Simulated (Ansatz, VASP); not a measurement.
**IrS in VASP and in Ansatz**

The input INCAR:

```
ALGO = Normal ; EDIFF = 1E-7
ENCUT = 520 ; GGA = PS
ISIF = 2 ; ISMEAR = 0
LASPH = True ; LCHARG = False
LREAL = False ; LWAVE = False
NBANDS = 14 ; NELM = 60
PREC = Accurate ; SIGMA = 0.05
```

File KPOINTS:

```
k-points
0
Gamma
  10 10 10
```

POSCAR

```
IrS
1.0
    0.0000000000      2.6364931245      2.6364931245
    2.6364931245      0.0000000000      2.6364931245
    2.6364931245      2.6364931245      0.0000000000
Ir S
1 1
Direct
    0.0000000000      0.0000000000      0.0000000000
    0.2500000000      0.2500000000      0.2500000000
```

Input for Ansatz:

```yaml
crystal:
  lattice:
    - [0.0, 2.6364931245, 2.6364931245]
    - [2.6364931245, 0.0, 2.6364931245]
    - [2.6364931245, 2.6364931245, 0.0]
  atoms:
    - { symbol: Ir, position: [0.0, 0.0, 0.0] }
    - { symbol: S, position: [0.25, 0.25, 0.25] }
basis:
  ecutwfc: 420
  ecutrho_ratio: 4
kpoints:
  mp_grid: { grid: [10, 10, 10] }
hamiltonian:
  xc: pbesol
scf:
  occupations: { method: gaussian, width: 0.05 }
output:
  forces: true
  stress: true
  eigenvalues: true
  populations: true
```

Alike in both runs: task single point; functional PBEsol; k mesh 10 × 10 × 10; occupations gaussian, width 0.05 eV; no spin polarisation.

|  | VASP | Ansatz |
| --- | --- | --- |
| version | VASP 6.6.1 | Ansatz 0.2.0 |
| potentials or method | VASP PAW PBE potentials, release 64 (Ir, S), cutoff 520 eV | scalar-relativistic, plane waves, PAW |
| valence electrons in the cell | 15 | 23 |

|  | VASP | Ansatz | Ansatz less VASP |
| --- | --- | --- | --- |
| gap on the k mesh at the Fermi level (eV) | none | none | - |
| pressure (GPa) | -4.8 | -5.6 | -0.81 |

VASP's potentials were made for PBE, not for PBEsol. A gap of «none» marks a metal or a gap that the smearing closes. VASP's potentials hold 15 valence electrons a cell and Ansatz's 23, so a difference there can come from the potentials and not from the codes.

Neither program's run includes spin-orbit coupling.
